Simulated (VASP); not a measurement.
# TiC (Fm-3m) in VASP: single point with r2SCAN

Aim: the single point of TiC with r2SCAN.

All numbers are computed with VASP 6.6.1; they aren't measurements. Logs are shortened: lines on timing, memory, paths and dates and some standing lists are left out, and cuts for length are marked.

## (1) The cell of the first run

It takes space group Fm-3m (No. 225, cubic). The conventional cell has a = 4.293 Å, b = 4.293 Å, c = 4.293 Å, α = 90.00°, β = 90.00°, γ = 90.00°. Ti (site symmetry m-3m) has 6 C at 2.15 Å within 2.8 Å. Within 2.8 Å of C (site symmetry m-3m) lie 6 Ti at 2.15 Å.

## (2) Single point, r2SCAN

Contents of POSCAR:

```
TiC
1.0
    0.0000000000      2.1466778518      2.1466778518
    2.1466778518      0.0000000000      2.1466778518
    2.1466778518      2.1466778518      0.0000000000
Ti C
1 1
Direct
    0.0000000000      0.0000000000      0.0000000000
    0.5000000000      0.5000000000      0.5000000000
```

Contents of INCAR.step1:

```
PREC = Accurate
ENCUT = 1430
ISMEAR = 0
SIGMA = 0.1
LREAL = F
LASPH = T
NELM = 120
NBANDS = 15
GGA = PE
ALGO = Normal
EDIFF = 1E-5
LWAVE = T
LCHARG = F
GGA_COMPAT = F
```

Contents of INCAR.step2:

```
PREC = Accurate
ENCUT = 1430
EDIFF = 1E-6
ISMEAR = 0
SIGMA = 0.1
LREAL = F
LASPH = T
NELM = 120
ALGO = Normal
ISIF = 2
LWAVE = F
LCHARG = F
METAGGA = R2SCAN
LMIXTAU = T
NBANDS = 15
ISTART = 1
GGA_COMPAT = F
```

Contents of KPOINTS:

```
Automatic mesh
0
Gamma
  16 16 16
```

Potentials or basis: VASP PAW PBE potentials, release 64 (Ti_sv, C_h).

Command:

```
$ cat potpaw_PBE.64/Ti_sv/POTCAR potpaw_PBE.64/C_h/POTCAR > POTCAR
$ cp INCAR.step1 INCAR
$ mpirun -np 1 vasp_std > vasp.out
$ cp INCAR.step2 INCAR
$ mpirun -np 1 vasp_std > vasp.out
```

OUTCAR:

```text
PREC = Accurate
   ENCUT = 1430
   EDIFF = 1E-6
   ISMEAR = 0
   LREAL = F
   LASPH = T
   NELM = 120
   ISIF = 2
   METAGGA = R2SCAN
   ISTART = 1

 ion  position               nearest neighbor table
   1  0.000  0.000  0.000-   2 2.15   2 2.15   2 2.15   2 2.15   2 2.15   2 2.15
   2  0.500  0.500  0.500-   1 2.15   1 2.15   1 2.15   1 2.15   1 2.15   1 2.15

  LATTYP: Found a face centered cubic cell.
 ALAT       =     4.2933557036

  Lattice vectors:

 A1 = (   0.0000000000,   2.1466778518,   2.1466778518)
 A2 = (   2.1466778518,   0.0000000000,   2.1466778518)
 A3 = (   2.1466778518,   2.1466778518,   0.0000000000)

Analysis of symmetry for initial positions (statically):
=====================================================================
 Subroutine PRICEL returns:
 Original cell was already a primitive cell.

 Routine SETGRP: Setting up the symmetry group for a
 face centered cubic supercell.

 Subroutine GETGRP returns: Found 48 space group operations
 (whereof 48 operations were pure point group operations)
 out of a pool of 48 trial point group operations.

The static configuration has the point symmetry O_h .

Analysis of symmetry for dynamics (positions and initial velocities):
=====================================================================
 Subroutine PRICEL returns:
 Original cell was already a primitive cell.

 Routine SETGRP: Setting up the symmetry group for a
 face centered cubic supercell.

 Subroutine GETGRP returns: Found 48 space group operations
 (whereof 48 operations were pure point group operations)
 out of a pool of 48 trial point group operations.

The dynamic configuration has the point symmetry O_h .

 Subroutine INISYM returns: Found 48 space group operations
 (whereof 48 operations are pure point group operations),
 and found     1 'primitive' translations

----------------------------------------------------------------------------------------

                                     Primitive cell

  volume of cell :      19.7848

  direct lattice vectors                    reciprocal lattice vectors
     0.000000000  2.146677852  2.146677852    -0.232918041  0.232918041  0.232918041
     2.146677852  0.000000000  2.146677852     0.232918041 -0.232918041  0.232918041
     2.146677852  2.146677852  0.000000000     0.232918041  0.232918041 -0.232918041

  length of vectors
     3.035860932  3.035860932  3.035860932     0.403425881  0.403425881  0.403425881

  position of ions in fractional coordinates (direct lattice)
     0.000000000  0.000000000  0.000000000
     0.500000000  0.500000000  0.500000000

  ion indices of the primitive-cell ions
   primitive index   ion index
                 1           1
                 2           2

----------------------------------------------------------------------------------------

 KPOINTS: Automatic mesh

Automatic generation of k-mesh.
 Grid dimensions read from file:
 generate k-points for:   16   16   16

 Generating k-lattice:

  Cartesian coordinates                     Fractional coordinates (reciprocal lattice)
    -0.014557378  0.014557378  0.014557378     0.062500000  0.000000000  0.000000000
     0.014557378 -0.014557378  0.014557378     0.000000000  0.062500000  0.000000000
     0.014557378  0.014557378 -0.014557378     0.000000000  0.000000000  0.062500000

  Length of vectors
     0.025214118  0.025214118  0.025214118

  Shift w.r.t. Gamma in fractional coordinates (k-lattice)
     0.000000000  0.000000000  0.000000000

 Subroutine IBZKPT returns following result:
 ===========================================

 Found    145 irreducible k-points:

 Following reciprocal coordinates:
            Coordinates               Weight
  0.000000  0.000000  0.000000      1.000000
  0.062500  0.000000  0.000000      8.000000
  0.125000  0.000000  0.000000      8.000000
  0.187500  0.000000  0.000000      8.000000
  0.250000  0.000000  0.000000      8.000000
  0.312500  0.000000  0.000000      8.000000
[... 16 lines left out ...]
 -0.125000  0.062500  0.000000     24.000000
 -0.062500  0.062500  0.000000     12.000000
 [... further k-points ...]
   k-points           NKPTS =    145   k-points in BZ     NKDIM =    145   number of bands    NBANDS=     15
   number of dos      NEDOS =    301   number of ions     NIONS =      2
   total plane-waves  NPLWV =  64000
   dimension x,y,z NGX =    40 NGY =   40 NGZ =   40
   dimension x,y,z NGXF=    80 NGYF=   80 NGZF=   80
   ions per type =               1   1
   NGX,Y,Z   is equivalent  to a cutoff of  21.90, 21.90, 21.90 a.u.
   NGXF,Y,Z  is equivalent  to a cutoff of  43.81, 43.81, 43.81 a.u.
 SYSTEM =  unknown system
   PREC   = accura    normal or accurate (medium, high low for compatibility)
   ISTART =      1    job   : 0-new  1-cont  2-samecut
   ICHARG =      0    charge: 1-file 2-atom 10-const
   ISPIN  =      1    spin polarized calculation?
   LNONCOLLINEAR =      F non collinear calculations
   LSORBIT =      F    spin-orbit coupling
   LASPH  =      T    aspherical Exc in radial PAW
   ENCUT  = 1430.0 eV 105.10 Ry   10.25 a.u.   9.36  9.36  9.36*2*pi/ulx,y,z
   NELM   =    120;   NELMIN=  2; NELMDL=  0     # of ELM steps
   EDIFF  = 0.1E-05   stopping-criterion for ELM
   LREAL  =      F    real-space projection
[... 7 lines left out ...]
   TEBEG  =    0.0;   TEEND  =   0.0 temperature during run
   PSTRESS=    0.0 pullay stress
   NELECT =      16.0000    total number of electrons
   NUPDOWN=      -1.0000    fix difference up-down
   EMIN   =  10.00;   EMAX   =-10.00  energy-range for DOS
   EFERMI =   0.00;   METHOD = LEGACY
   ISMEAR =     0;   SIGMA  =   0.10  broadening in eV -4-tet -1-fermi 0-gaus
   EFERMI_NEDOS =   21; number of points for ismear=-14 and -15
   IALGO  =     38    algorithm
   IMIX   =      4    mixing-type and parameters
     AMIX     =   0.40;   BMIX     =  1.00
     AMIX_MAG =   1.60;   BMIX_MAG =  1.00
  volume/ion in A,a.u.               =       9.89        66.76
  Fermi-wavevector in a.u.,A,eV,Ry     =   1.525239  2.882284 31.651975  2.326355
  Thomas-Fermi vector in A             =   2.633437
   LORBIT       =      0    0 simple, 1 ext, 2 COOP (PROOUT), +10 PAW based schemes
   METAGGA = R2SCAN    functional components
   LHFCALC =     F    Hartree Fock is set to
   AEXX    =    0.0000 exact exchange contribution
   IVDW    =     0    specifies the selected vdW correction
   LEPSILON=     F    determine dielectric tensor
   LRPA    =     F    only Hartree local field effects (RPA)
 non-spin polarized calculation
 Gauss-broadening in eV      SIGMA  =   0.10
  energy-cutoff  :     1430.00
  volume of cell :       19.78
 maximum number of plane-waves:      2452
 NGX is ok and might be reduce to    40
   NGX = 19   NGY = 19   NGZ = 19

 number of electron      16.0000000 magnetization

 Free energy of the ion-electron system (eV)
  ---------------------------------------------------
  ext. energy  EPLUGINS =         0.00000000
  ---------------------------------------------------
  free energy    TOTEN  =       -24.86827380 eV

  energy without entropy =      -24.86628495  energy(sigma->0) =      -24.86727937

 E-fermi :  10.1462     XC(G=0): -13.7460

 val. band max:       10.1441765339   @ k =   0.4375   0.3750   0.0000
 cond. band min:      10.1555565843   @ k =   0.1250   0.0625   0.0000
 fundamental gap:      0.0113800504
 Fermi energy:        10.1461808283

 k-point     1 :       0.0000    0.0000    0.0000
  band No.  band energies     occupation
      1     -48.7429      2.00000
      2     -23.7082      2.00000
      3     -23.7082      2.00000
      4     -23.7082      2.00000
      5      -3.1778      2.00000
      6      11.0288      0.00000
      7      11.0288      0.00000
      8      11.0288      0.00000
      9      11.8512      0.00000
     10      11.8512      0.00000
     11      11.8512      0.00000
     12      11.9292      0.00000
     13      11.9292      0.00000
     14      21.7541      0.00000
     15      25.0936      0.00000

 k-point     2 :       0.0625    0.0000    0.0000
  band No.  band energies     occupation
      1     -48.7397      2.00000
      2     -23.7307      2.00000
      3     -23.7102      2.00000
      4     -23.7102      2.00000
      5      -3.0839      2.00000
      6      10.4817      0.00000
      7      10.6791      0.00000
      8      10.6791      0.00000
      9      11.2832      0.00000
     10      11.2832      0.00000
     11      12.1839      0.00000
     12      12.9875      0.00000
     13      12.9875      0.00000
     14      21.9243      0.00000
     15      25.1249      0.00000

 k-point     3 :       0.1250    0.0000    0.0000
  band No.  band energies     occupation
      1     -48.7306      2.00000
      2     -23.7943      2.00000
      3     -23.7158      2.00000
      4     -23.7158      2.00000
      5      -2.8085      2.00000
      6       9.4990      2.00000
      7       9.7780      2.00000
      8       9.7780      2.00000
      9      11.4354      0.00000
     10      11.4354      0.00000
     11      12.5917      0.00000
     12      14.1451      0.00000
     13      14.1451      0.00000
     14      22.3304      0.00000
     15      25.1346      0.00000
[... 343 lines left out ...]
 k-point    23 :      -0.1250    0.0625    0.0000
  band No.  band energies     occupation
      1     -48.7239      2.00000
      2     -23.8312      2.00000
      3     -23.7366      2.00000
      4     -23.7124      2.00000
      5      -2.6039      2.00000
      6       8.9211      2.00000
      7       9.1896      2.00000
      8       9.5337      2.00000
      9      11.3541      0.00000
     10      11.8707      0.00000
     11      12.9231      0.00000
     12      14.0063      0.00000
     13      15.1923      0.00000
     14      22.6009      0.00000
     15      25.1082      0.00000

 k-point    24 :      -0.0625    0.0625    0.0000
  band No.  band energies     occupation
      1     -48.7346      2.00000
      2     -23.7617      2.00000
      3     -23.7228      2.00000
      4     -23.7091      2.00000
      5      -2.9306      2.00000
      6       9.8966      1.99958
      7      10.0137      1.93897
      8      10.1815      0.61773
      9      11.1482      0.00000
     10      11.6697      0.00000
     11      12.5649      0.00000
     12      13.1518      0.00000
     13      14.0555      0.00000
     14      22.1849      0.00000
     15      25.1498      0.00000

 [... further k-points ...]

------------------------ aborting loop because EDIFF is reached ----------------------------------------

  FORCE on cell =-STRESS in cart. coord.  units (eV):
  Direction    XX          YY          ZZ          XY          YZ          ZX
  --------------------------------------------------------------------------------------
  -------------------------------------------------------------------------------------
  Total        0.9332830      0.9332830      0.9332830     -0.0000000      0.0000000      0.0000000
  in kB       75.5776361     75.5776361     75.5776361     -0.0000000      0.0000000      0.0000000
  external PRESSURE =      75.5776361 kB  Pullay stress =       0.0000000 kB

 VOLUME and BASIS-vectors are now :
 -----------------------------------------------------------------------------
  energy-cutoff  :     1430.00
  volume of cell :       19.78
      direct lattice vectors                 reciprocal lattice vectors
     0.000000000  2.146677852  2.146677852    -0.232918041  0.232918041  0.232918041
     2.146677852  0.000000000  2.146677852     0.232918041 -0.232918041  0.232918041
     2.146677852  2.146677852  0.000000000     0.232918041  0.232918041 -0.232918041

 POSITION                                       TOTAL-FORCE (eV/Angst)
 -----------------------------------------------------------------------------------
      0.00000      0.00000      0.00000        -0.000000     -0.000000     -0.000000
      2.14668      2.14668      2.14668         0.000000      0.000000      0.000000
 -----------------------------------------------------------------------------------
    total drift:                                0.000000     -0.000000     -0.000000

  FREE ENERGIE OF THE ION-ELECTRON SYSTEM (eV)
  ---------------------------------------------------
  free  energy   TOTEN  =       -24.8682738000 eV

  energy  without entropy=      -24.8662849453  energy(sigma->0) =      -24.86727937
```

Run time: 13 min. Hardware: 1 thread of AMD EPYC 7R13 (Zen 3), shared host; peak memory 0.39 GiB.

Results:

```
Free energy            : -24.8683 eV
Pressure               : 7.6 GPa
Band gap on the k mesh : zero (bands 8 and 9 overlap by 1.34 eV)
```

Caveat: the cell stands under pressure; the PAW data sets were made with another functional, which shifts forces and pressure a little.
